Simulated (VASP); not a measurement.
**TbO: relaxation of cell and atoms with PBE**

Crystal: TbO.

```xyz
4
Lattice="1.6336 -6.5709 0.0000 1.6336 6.5709 0.0000 0.0000 0.0000 3.2536" Properties=species:S:1:pos:R:3 pbc="T T T"
Tb    1.6336    4.7380    0.8134
Tb    1.6336   -4.7380    2.4402
O     1.6336    2.3775    0.8134
O     1.6336   -2.3775    2.4402
```

The cell was generated, and may not be a known phase.

```
Program                : VASP 6.6.1
Task                   : relaxation of cell and atoms
Functional             : PBE
Potentials or basis    : VASP PAW PBE potentials, release 64 (Tb_3, O), 4f in core
Cutoff                 : 600 eV
k mesh                 : 6 × 6 × 6
Occupations            : gaussian, width 0.1 eV
Spin                   : no spin polarisation
Dipole correction      : no
Further INCAR settings : ALGO = Normal; EDIFF = 1e-07; IBRION = 2; EDIFFG = -0.04; NSW = 90; ISIF = 3
```

- Relaxed volume: 17.69 Å³/atom
- Relaxed cell: a = 6.822 Å, b = 6.822 Å, c = 3.262 Å, α = 90.00°, β = 90.00°, γ = 152.22°
- Space group after relaxing (to 0.1 Å): Cmcm (No. 63)
- Energy gained by relaxing: 1.7 meV/atom
- Ionic steps: 7
- Pressure after relaxing: 0.1 GPa
- Largest force after relaxing: 0.022 eV/Å
- Band gap on the k mesh: zero (bands 15 and 16 overlap by 2.49 eV)

Forces on the atoms (eV/Å):
```
Tb   0.000  0.008  0.000
Tb   0.000 -0.008  0.000
O    0.000  0.022  0.000
O    0.000 -0.022  0.000
```

Stress tensor (GPa, compression positive):
```
0.01 0.00 0.00
0.00 0.10 0.00
0.00 0.00 0.15
```

The path:
| step | energy change (eV) | largest force (eV/Å) | pressure (GPa) | volume (Å³) |
| --- | --- | --- | --- | --- |
| 1 | 0.0000 | 0.2050 | 0.41 | 69.85 |
| 2 | -0.0045 | 0.1231 | 0.10 | 70.31 |
| 3 | -0.0057 | 0.0783 | -0.27 | 70.89 |
| 4 | -0.0059 | 0.0573 | -0.17 | 70.73 |
| 5 | -0.0064 | 0.0478 | 0.28 | 70.58 |
| 6 | -0.0064 | 0.0486 | 0.26 | 70.60 |
| 7 | -0.0067 | 0.0216 | 0.09 | 70.74 |

Final structure:
```
CELL_PARAMETERS angstrom
1.63753 -6.62234 0.00000
1.63753 6.62234 0.00000
0.00000 0.00000 3.26164
ATOMIC_POSITIONS crystal
Tb 0.14142 0.85858 0.25000
Tb 0.85858 0.14142 0.75000
O 0.31913 0.68087 0.25000
O 0.68087 0.31913 0.75000
```

Levels at points of the mesh, in eV from the Fermi level:
```tsv
k point	band 12	band 13	band 14	band 15	band 16	band 17	band 18	band 19
(0.00, 0.00, 0.00)	-4.82	-4.13	-4.13	-2.38	-1.61	-0.79	2.84	3.08
(0.50, 0.00, 0.00)	-5.90	-5.31	-5.17	-0.06	0.33	2.23	2.51	3.04
(0.50, 0.50, 0.00)	-5.01	-4.14	-4.13	-1.62	-1.01	-0.80	1.97	3.06
(0.00, 0.00, 0.50)	-5.94	-5.18	-5.18	-0.37	-0.37	2.78	2.78	3.58
(0.50, 0.00, 0.50)	-5.31	-4.32	-4.32	0.88	0.88	1.37	1.37	4.08
(0.50, 0.50, 0.50)	-5.93	-5.29	-5.29	0.48	0.48	2.43	2.43	4.01
```

It took 8 min on 1 thread of AMD EPYC 9R45 96-Core Processor (Zen 5) (shared host), peak memory 0.3 GiB.

Caveat: spin-orbit coupling is left out, which moves the levels of the heavy elements; the 4f electrons are frozen in the core, so they carry no moment and show no levels; the run has no spin polarisation, though such a crystal can be magnetic. With open d or f shells a metallic result of PBE can be an artefact of self-interaction; +U or a hybrid may open a gap.
